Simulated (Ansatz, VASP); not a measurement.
# One calculation of Br, two programs

POSCAR

```
Br
1.0
    3.2118940000      2.2972940000      0.0000000000
    3.2118940000     -2.2972940000      0.0000000000
    0.0000000000      0.0000000000     -8.5232030000
Br
4
Direct
    0.1237000000      0.8763000000      0.8975000000
    0.3763000000      0.6237000000      0.3975000000
    0.8763000000      0.1237000000      0.1025000000
    0.6237000000      0.3763000000      0.6025000000
```

INCAR.step1

```
SYSTEM = Br
PREC = Accurate ; ENCUT = 520
ISMEAR = -1 ; SIGMA = 0.0578
LREAL = .FALSE. ; LASPH = .TRUE.
NELM = 100 ; NBANDS = 22
GGA = PE ; ALGO = Normal
EDIFF = 1E-4 ; LWAVE = .TRUE.
LCHARG = .FALSE.
```

Contents of INCAR.step2:

```
SYSTEM = Br
PREC = Accurate ; ENCUT = 520
EDIFF = 1E-6 ; ISMEAR = -1
SIGMA = 0.0578 ; LREAL = .FALSE.
LASPH = .TRUE. ; NELM = 100
ALGO = Normal ; ISIF = 2
LWAVE = .FALSE. ; LCHARG = .FALSE.
METAGGA = R2SCAN ; LMIXTAU = .TRUE.
NBANDS = 22 ; ISTART = 1
```

Contents of KPOINTS:

```
Automatic mesh
0
G
  7 7 3
  0 0 0
```

Input for Ansatz:

```yaml
crystal:
  lattice:
    - [3.211894, 2.297294, 0.0]
    - [3.211894, -2.297294, 0.0]
    - [0.0, 0.0, -8.523203]
  atoms:
    - { symbol: Br, position: [0.1237, 0.8763, 0.8975] }
    - { symbol: Br, position: [0.3763, 0.6237, 0.3975] }
    - { symbol: Br, position: [0.8763, 0.1237, 0.1025] }
    - { symbol: Br, position: [0.6237, 0.3763, 0.6025] }
  symmetry: { tolerance: 0.0003 }
kpoints:
  mp_grid: { grid: [7, 7, 3], shift: [0, 0, 0] }
  band_path:
    path:
      - [0.0, 0.0, 0.0]
      - [0.5, 0.5, 0.0]
      - [0.62210583, 0.37789417, 0.0]
      - [0.37789417, -0.37789417, 0.0]
      - [0.0, 0.0, 0.0]
      - [0.0, 0.0, -0.5]
      - [0.37789417, -0.37789417, -0.5]
      - [0.62210583, 0.37789417, -0.5]
      - [0.5, 0.5, -0.5]
      - [0.5, 0.5, 0.0]
      - [0.0, 0.0, 0.0]
    npoints: 6
magnetization:
  spin_polarized: false
scf:
  occupations: { method: fermi_dirac, width: 0.0578 }
  lower_state_search: "off"
  max_iter: 200
hamiltonian:
  pseudopotentials: { kind: paw }
  xc: r2scan
basis:
  ecutwfc: 500
  fft_grid_basis: typed
output:
  forces: true
  stress: true
  eigenvalues: true
  bader: true
  populations: true
  elf: true
  write_potential: true
  volumetric_format: npy
  dos:
    e_range: [-12, 8]
    de: 0.05
    projected: { site_lists: { Br: [Br] } }
checkpoint:
  read: saved_state
```

Alike in both runs: task single point; functional r2SCAN; k mesh 7 × 7 × 3; occupations fermi-dirac, width 0.0578 eV; no spin polarisation.

|  | VASP | Ansatz |
| --- | --- | --- |
| version | VASP 6.6.1 | Ansatz 0.2.0 |
| potentials or method | VASP PAW PBE potentials, release 64 (Br), cutoff 520 eV | PAW plane waves |
| valence electrons in the cell | 28 | 28 |

```tsv
	VASP	Ansatz	Ansatz less VASP
gap on the k mesh at the Fermi level (eV)	3.10	3.12	+0.013
pressure (GPa)	9.9	10.0	+0.01
traceless stress, the component that is largest in VASP (GPa)	10.35	10.35	-0.008
rms of the force components (eV/Å)	3.040	3.037	-0.0034
```

VASP's potentials were made for PBE, not for r2SCAN. Atom by atom the forces differ by 0.003 eV/Å (rms over components). With one functional, cell and mesh, what is left measures potentials, basis and numerics.
